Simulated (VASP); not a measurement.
Input of a VASP 6.6.1 run:

INCAR

```
SYSTEM = MgSc2Br
ALGO = Normal
EDIFF = 1E-7
ENCUT = 520
GGA = PE
ISIF = 2
ISMEAR = 0
LASPH = .True.
LCHARG = .False.
LREAL = .False.
LWAVE = .False.
NBANDS = 24
NELM = 80
PREC = Accurate
SIGMA = 0.1
```

Contents of KPOINTS:

```
k-points
0
Gamma
  4 4 4
  0 0 0
```

Contents of POSCAR:

```
MgSc2Br
1.0
    3.2706007850      0.0000000000      0.0000000000
    0.0000000000      3.2706007850      0.0000000000
    0.0000000000      0.0000000000      9.8936112368
Mg Sc Br
1 2 1
Direct
    0.0000000000      0.0000000000      0.5000000000
    0.5000000000      0.0000000000      0.7749390937
    0.0000000000      0.5000000000      0.2250609063
    0.5000000000      0.5000000000      0.0000000000
```

Potentials or basis: VASP PAW PBE potentials, release 64 (Mg, Sc_sv, Br).

Command:

```console
$ cat potpaw_PBE.64/Mg/POTCAR potpaw_PBE.64/Sc_sv/POTCAR potpaw_PBE.64/Br/POTCAR > POTCAR
$ mpirun -np 1 vasp_std > vasp.out
```

(1) Predict the pressure.

(2) Predict the largest force.

(3) Predict the band gap on the k mesh.

## Answers

(1) 0.0 GPa.

(2) 0.017 eV/Å.

(3) zero (an odd number of electrons rules out a gap without spin polarisation).

Caveat: the k points lie up to 0.48 Å⁻¹ apart, too coarse for converged energies and pressures of a metal.
